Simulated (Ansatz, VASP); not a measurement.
**InGaSe: VASP beside Ansatz**

INCAR

```
SYSTEM = InGaSe
PREC = Accurate
ENCUT = 600
EDIFF = 1E-6
ISMEAR = 0
SIGMA = 0.1
LREAL = .FALSE.
LASPH = .TRUE.
NELM = 80
ALGO = Normal
ISIF = 3
LWAVE = .FALSE.
LCHARG = .FALSE.
GGA = PE
IBRION = 2
NSW = 90
EDIFFG = -0.04
```

KPOINTS

```
Automatic mesh
0
G
  6 6 2
  0 0 0
```

Contents of POSCAR:

```
InGaSe
1.0
    4.6910316200      0.0000000000      0.0000000000
   -2.3455158100      4.0625525600      0.0000000000
    0.0000000000      0.0000000000      7.5024018200
In Ga Se
2 2 2
Direct
    0.3333333300      0.6666666700      0.8008086700
    0.6666666700      0.3333333300      0.3008086700
    0.0000000000      0.0000000000      0.4934661400
    0.0000000000      0.0000000000      0.9934661400
    0.6666666700      0.3333333300      0.7129252000
    0.3333333300      0.6666666700      0.2129252000
```

Input for Ansatz:

```yaml
crystal:
  lattice:
    - [4.69103162, 0.0, 0.0]
    - [-2.34551581, 4.06255256, 0.0]
    - [0.0, 0.0, 7.50240182]
  atoms:
    - { symbol: In, position: [0.33333333, 0.66666667, 0.80080867] }
    - { symbol: In, position: [0.66666667, 0.33333333, 0.30080867] }
    - { symbol: Ga, position: [0.0, 0.0, 0.49346614] }
    - { symbol: Ga, position: [0.0, 0.0, 0.99346614] }
    - { symbol: Se, position: [0.66666667, 0.33333333, 0.7129252] }
    - { symbol: Se, position: [0.33333333, 0.66666667, 0.2129252] }
basis:
  ecutwfc: 420
kpoints:
  mp_grid: { grid: [6, 6, 2] }
hamiltonian:
  xc: pbe
scf:
  occupations: { method: gaussian, width: 0.1 }
  lower_state_search: "off"
output:
  forces: true
  stress: true
  eigenvalues: true
relax:
  adjacent_minimum: "off"
  f_tol: 0.04
  max_steps: 70
  cell: { stress_tol: 0.4 }
```

Change from the starting cell: species swapped into the PrAgPb type (P6_3mc, No. 186).

Alike in both runs: task relaxation of cell and atoms; functional PBE; k mesh 6 × 6 × 2; occupations gaussian, width 0.1 eV; no spin polarisation.

```csv
,VASP,Ansatz
version,VASP 6.6.1,Ansatz 0.2.0
potentials or method,"VASP PAW PBE potentials, release 64 (In_d, Ga_d, Se), cutoff 600 eV","scalar-relativistic, plane waves, PAW"
valence electrons in the cell,64,84
```

```tsv
	VASP	Ansatz	Ansatz less VASP
gap on the k mesh at the Fermi level, each at its own relaxed structure (eV)	none	none	-
relaxed volume (Å³/atom)	25.76	25.77	+0.012
relaxed length of the cell vector where the two differ most in proportion (Å)	6.536	6.542	+0.0058
```

A gap of «none» marks a metal or a gap that the smearing closes. VASP's potentials hold 64 valence electrons a cell and Ansatz's 84, so a difference there can come from the potentials and not from the codes.

The k mesh is coarse, so the values compare programs but aren't converged.
